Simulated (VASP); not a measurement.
# AlCo (CsCl type) (Pm-3m) in VASP: further runs, part 2 of 2

VASP 6.6.1. Earlier steps stand in the parts before.

## 3. Single point, PBE

File INCAR:

```
ALGO = Normal ; EDIFF = 1E-6
ENCUT = 520 ; GGA = PE
ISIF = 2 ; ISMEAR = -1
LASPH = T ; LCHARG = F
LREAL = F ; LWAVE = F
NBANDS = 13 ; NELM = 100
PREC = Accurate ; SIGMA = 0.08
```

File KPOINTS:

```
k-points
0
Gamma
  15 15 15
```

File POSCAR:

```
AlCo
1.0
    2.6004679117      0.0000000000      0.0000000000
    0.0000000000      2.6004679117      0.0000000000
    0.0000000000      0.0000000000      2.6004679117
Co Al
1 1
Direct
    0.0000000000      0.0000000000      0.0000000000
    0.5000000000      0.5000000000      0.5000000000
```

Potentials or basis: VASP PAW PBE potentials, release 64 (Co, Al).

Launch:

```sh
> cat potpaw_PBE.64/Co/POTCAR potpaw_PBE.64/Al/POTCAR > POTCAR
> mpirun -np 1 vasp_std > vasp.out
```

OUTCAR:

```text
EDIFF = 1E-6
   ENCUT = 520
   GGA = PE
   ISIF = 2
   ISMEAR = -1
   LASPH = T
   LREAL = F
   NELM = 100
   PREC = Accurate

 ion  position               nearest neighbor table
   1  0.000  0.000  0.000-   2 2.25   2 2.25   2 2.25   2 2.25   2 2.25   2 2.25   2 2.25   2 2.25

   2  0.500  0.500  0.500-   1 2.25   1 2.25   1 2.25   1 2.25   1 2.25   1 2.25   1 2.25   1 2.25

  LATTYP: Found a simple cubic cell.
 ALAT       =     2.6004679117

  Lattice vectors:

 A1 = (   2.6004679117,   0.0000000000,   0.0000000000)
 A2 = (   0.0000000000,   2.6004679117,   0.0000000000)
 A3 = (   0.0000000000,   0.0000000000,   2.6004679117)

Analysis of symmetry for initial positions (statically):
=====================================================================
 Subroutine PRICEL returns:
 Original cell was already a primitive cell.

 Routine SETGRP: Setting up the symmetry group for a
 simple cubic supercell.

 Subroutine GETGRP returns: Found 48 space group operations
 (whereof 48 operations were pure point group operations)
 out of a pool of 48 trial point group operations.

The static configuration has the point symmetry O_h .

Analysis of symmetry for dynamics (positions and initial velocities):
=====================================================================
 Subroutine PRICEL returns:
 Original cell was already a primitive cell.

 Routine SETGRP: Setting up the symmetry group for a
 simple cubic supercell.

 Subroutine GETGRP returns: Found 48 space group operations
 (whereof 48 operations were pure point group operations)
 out of a pool of 48 trial point group operations.

The dynamic configuration has the point symmetry O_h .

 Subroutine INISYM returns: Found 48 space group operations
 (whereof 48 operations are pure point group operations),
 and found     1 'primitive' translations

[... 116 lines left out ...]
  Fermi-wavevector in a.u.,A,eV,Ry     =   1.441287  2.723637 28.263487  2.077308
  Thomas-Fermi vector in A             =   2.559936
   LORBIT       =      0    0 simple, 1 ext, 2 COOP (PROOUT), +10 PAW based schemes
   GGA     = PE    functional components
   LHFCALC =     F    Hartree Fock is set to
   AEXX    =    0.0000 exact exchange contribution
   IVDW    =     0    specifies the selected vdW correction
   LEPSILON=     F    determine dielectric tensor
   LRPA    =     F    only Hartree local field effects (RPA)
 non-spin polarized calculation
  energy-cutoff  :      520.00
  volume of cell :       17.59
 maximum number of plane-waves:       487
 NGX is ok and might be reduce to    20
   NGX =  9   NGY =  9   NGZ =  9

 number of electron      12.0000000 magnetization

 Free energy of the ion-electron system (eV)
  ---------------------------------------------------
  ext. energy  EPLUGINS =         0.00000000
  ---------------------------------------------------
  free energy    TOTEN  =       -10.76977918 eV

  energy without entropy =      -10.75939721  energy(sigma->0) =      -10.76458819

 E-fermi :  14.7900     XC(G=0): -13.6753

 val. band max:       14.7484300061   @ k =   0.4667   0.4000   0.0667
 cond. band min:      14.8075586053   @ k =   0.4667   0.4667   0.2000
 fundamental gap:      0.0591285992
 Fermi energy:        14.7899926991

 k-point     1 :       0.0000    0.0000    0.0000
  band No.  band energies     occupation
      1       1.7110      2.00000
      2      10.3057      2.00000
      3      10.3057      2.00000
      4      13.5361      2.00000
      5      13.5361      2.00000
      6      13.5361      2.00000
      7      22.3261      0.00000
      8      22.3261      0.00000
      9      22.3261      0.00000
     10      24.7196      0.00000
     11      24.7196      0.00000
     12      35.9930      0.00000
     13      40.0491      0.00000
[... 354 lines left out ...]
  band No.  band energies     occupation
      1       4.9679      2.00000
      2       9.7380      2.00000
      3      11.0231      2.00000
      4      12.1604      2.00000
      5      12.6365      2.00000
      6      13.2065      2.00000
      7      16.1101      0.00000
      8      20.5940      0.00000
      9      24.9279      0.00000
     10      26.4010      0.00000
     11      29.7856      0.00000
     12      32.7540      0.00000
     13      34.1905      0.00000

 [... further k-points ...]
[... 5 lines left out ...]
  --------------------------------------------------------------------------------------
  -------------------------------------------------------------------------------------
  Total        9.8037043      9.8037043      9.8037043      0.0000000      0.0000000     -0.0000000
  in kB      893.1950075    893.1950075    893.1950075      0.0000000      0.0000000     -0.0000000
  external PRESSURE =     893.1950075 kB  Pullay stress =       0.0000000 kB

 VOLUME and BASIS-vectors are now :
 -----------------------------------------------------------------------------
  energy-cutoff  :      520.00
  volume of cell :       17.59
      direct lattice vectors                 reciprocal lattice vectors
     2.600467912  0.000000000  0.000000000     0.384546179  0.000000000  0.000000000
     0.000000000  2.600467912  0.000000000     0.000000000  0.384546179  0.000000000
     0.000000000  0.000000000  2.600467912     0.000000000  0.000000000  0.384546179

 POSITION                                       TOTAL-FORCE (eV/Angst)
 -----------------------------------------------------------------------------------
      0.00000      0.00000      0.00000         0.000000      0.000000      0.000000
      1.30023      1.30023      1.30023         0.000000      0.000000      0.000000
 -----------------------------------------------------------------------------------
    total drift:                               -0.000000      0.000000      0.000000

  FREE ENERGIE OF THE ION-ELECTRON SYSTEM (eV)
  ---------------------------------------------------
  free  energy   TOTEN  =       -10.7697791758 eV

  energy  without entropy=      -10.7593972053  energy(sigma->0) =      -10.76458819
```

stdout:

```text
POSCAR found type information on POSCAR CoAl
 POSCAR found :  2 types and       2 ions
 scaLAPACK will be used
 LDA part: xc-table for (Slater+PW92), standard interpolation
 POSCAR, INCAR and KPOINTS ok, starting setup
 FFT: planning ... GRIDC
 FFT: planning ... GRID_SOFT
 FFT: planning ... GRID
 WAVECAR not read
 entering main loop
```

Run time: 19 s. Hardware: 1 thread of Intel Xeon Platinum 8375C at 2.90GHz (Ice Lake), shared host; peak memory 0.14 GiB.

What came out:

- Free energy: -10.7698 eV
- Pressure: 89.3 GPa
- Band gap on the k mesh: zero (band 6 reaches 16.72 eV, above the bottom of band 7 at 14.51 eV)

## 4. Relaxation of cell and atoms, PBE, target pressure 89 GPa, at which the enthalpy is minimised

File INCAR:

```
SYSTEM = AlCo
ALGO = Normal ; EDIFF = 1E-6
EDIFFG = -0.005 ; ENCUT = 600
GGA = PE ; IBRION = 2
ISIF = 3 ; ISMEAR = -1
LASPH = .TRUE. ; LCHARG = .FALSE.
LREAL = .FALSE. ; LWAVE = .FALSE.
NELM = 60 ; NSW = 32
PREC = Accurate ; PSTRESS = 890.0
SIGMA = 0.08
```

File KPOINTS:

```
k-points
0
G
  15 15 15
  0 0 0
```

File POSCAR:

```
AlCo
1.0
    2.6010560850      0.0000000000      0.0000000000
    0.0000000000      2.6010560850      0.0000000000
    0.0000000000      0.0000000000      2.6010560850
Co Al
1 1
Direct
    0.0000000000      0.0000000000      0.0000000000
    0.5000000000      0.5000000000      0.5000000000
```

Launch:

```sh
> cat potpaw_PBE.64/Co/POTCAR potpaw_PBE.64/Al/POTCAR > POTCAR
> mpirun -np 1 vasp_std > vasp.out
```

Wall time 34 s (1 thread of Intel Xeon 6975P-C, shared host); peak memory 0.16 GiB.

Results (log left out):

```yaml
Free_energy: -10.7749 eV
Relaxed_volume: 8.80 Å³/atom
Relaxed_cell: a = 2.601 Å, b = 2.601 Å, c = 2.601 Å, α = 90.00°, β = 90.00°, γ = 90.00°
Space_group_after_relaxing_to_0.05_Å: Pm-3m (No. 221)
Energy_change_on_relaxing_the_enthalpy_is_what_falls: +0.8 meV/atom
Ionic_steps: 3
Pressure_after_relaxing: 89.0 GPa
Band_gap_on_the_k_mesh: zero (band 6 reaches 16.71 eV, above the bottom of band 7 at 14.50 eV)
```

Step by step:
```
step  energy change (eV)  largest force (eV/Å)  pressure (GPa)  volume (Å³)
   1              0.0000                0.0000           88.91        17.60
   2              0.0073                0.0000           89.33        17.58
   3              0.0016                0.0000           89.01        17.59
```

Final structure:
```cif
data_structure
_symmetry_space_group_name_H-M 'P 1'
_symmetry_Int_Tables_number 1
_cell_length_a 2.6009
_cell_length_b 2.6009
_cell_length_c 2.6009
_cell_angle_alpha 90.000
_cell_angle_beta 90.000
_cell_angle_gamma 90.000
_cell_volume 17.59
loop_
_atom_site_label
_atom_site_type_symbol
_atom_site_fract_x
_atom_site_fract_y
_atom_site_fract_z
_atom_site_occupancy
Co1 Co 0.00000 0.00000 0.00000 1
Al1 Al 0.50000 0.50000 0.50000 1
```

Levels at points of the mesh, in eV from the Fermi level:
```tsv
k point	band 4	band 5	band 6	band 7	band 8	band 9
(0.00, 0.00, 0.00)	-1.25	-1.25	-1.25	7.53	7.53	7.53
```

Caveat: the cell is relaxed towards a set pressure, so the enthalpy falls and the energy may rise. Spin polarisation is off, so any magnetic state and its effect on volume and gap are missing.

## 5. Relaxation of cell and atoms, PBE, target pressure 89 GPa, at which the enthalpy is minimised

This run uses another cell than the first one, of 9.28 Å³/atom, 1.055 times its volume.

File INCAR:

```
PREC = Accurate
ENCUT = 600
EDIFF = 1E-6
ISMEAR = -1
SIGMA = 0.08
LREAL = False
LASPH = True
NELM = 80
ALGO = Normal
ISIF = 3
LWAVE = False
LCHARG = False
GGA = PE
IBRION = 2
NSW = 60
EDIFFG = -0.005
PSTRESS = 890.0
```

File KPOINTS:

```
Automatic mesh
0
Gamma
  15 15 15
```

File POSCAR:

```
AlCo
1.0
    2.6476085734      0.0000000000      0.0000000000
    0.0000000000      2.6476085734      0.0000000000
    0.0000000000      0.0000000000      2.6476085734
Co Al
1 1
Direct
    0.0000000000      0.0000000000      0.0000000000
    0.5000000000      0.5000000000      0.5000000000
```

Launch:

```sh
> cat potpaw_PBE.64/Co/POTCAR potpaw_PBE.64/Al/POTCAR > POTCAR
> mpirun -np 1 vasp_std > vasp.out
```

Wall time 62 s (1 thread of Intel Xeon 6975P-C, shared host); peak memory 0.18 GiB.

It converged, with:

```yaml
Free_energy: -10.7755 eV
Relaxed_volume: 8.80 Å³/atom
Relaxed_cell: a = 2.601 Å, b = 2.601 Å, c = 2.601 Å, α = 90.00°, β = 90.00°, γ = 90.00°
Space_group_after_relaxing_to_0.05_Å: Pm-3m (No. 221)
Energy_change_on_relaxing_the_enthalpy_is_what_falls: +229.0 meV/atom
Ionic_steps: 7
Pressure_after_relaxing: 89.0 GPa
Band_gap_on_the_k_mesh: zero (band 6 reaches 16.71 eV, above the bottom of band 7 at 14.50 eV)
```

The path:
```
step  energy change (eV)  largest force (eV/Å)  pressure (GPa)  volume (Å³)
   1              0.0000                0.0000           64.09        18.56
   2              2.7364                0.0000          199.83        14.95
   3              0.4239                0.0000           87.22        17.66
   4              0.4531                0.0000           88.81        17.60
   5              0.4635                0.0000           89.33        17.58
   6              0.4421                0.0000           88.15        17.62
   7              0.4579                0.0000           89.04        17.59
```

Final structure:
```yaml
crystal:
  lattice:
    - [2.60092, 0.00000, 0.00000]
    - [0.00000, 2.60092, 0.00000]
    - [0.00000, 0.00000, 2.60092]
  atoms:
    - { symbol: Co, position: [0.00000, 0.00000, 0.00000] }
    - { symbol: Al, position: [0.50000, 0.50000, 0.50000] }
```

Levels at points of the mesh, in eV from the Fermi level:
| k point | band 3 | band 4 | band 5 | band 6 | band 7 | band 8 | band 9 | band 10 |
| --- | --- | --- | --- | --- | --- | --- | --- | --- |
| (0.00, 0.00, 0.00) | -4.48 | -1.25 | -1.25 | -1.25 | 7.53 | 7.53 | 7.53 | 9.93 |

Caveat: the cell is relaxed towards a set pressure, so the enthalpy falls and the energy may rise. Spin polarisation is off, so any magnetic state and its effect on volume and gap are missing.

## 6. Overview

```tsv
task	cell	cutoff (eV)	gap on the mesh (eV)	pressure (GPa)
single point	a = 2.601 Å, 2 atoms	520	none	89.0
single point	a = 2.600 Å, 2 atoms	520	none	89.3
relaxation of cell and atoms	relaxed to 89 GPa from a = 2.601 Å, 2 atoms	600	none	89.0
relaxation of cell and atoms	relaxed to 89 GPa from a = 2.648 Å, 2 atoms	600	none	89.0
```

Alike in all rows: level PBE; potentials or basis VASP PAW PBE potentials, release 64 (Co, Al); no spin polarisation; k mesh 15 × 15 × 15; smearing fermi-dirac 0.08 eV.

Caveats: the cell is relaxed towards a set pressure, so the enthalpy falls and the energy may rise (some runs).

Absolute energies hang on the potentials; compare differences alone.
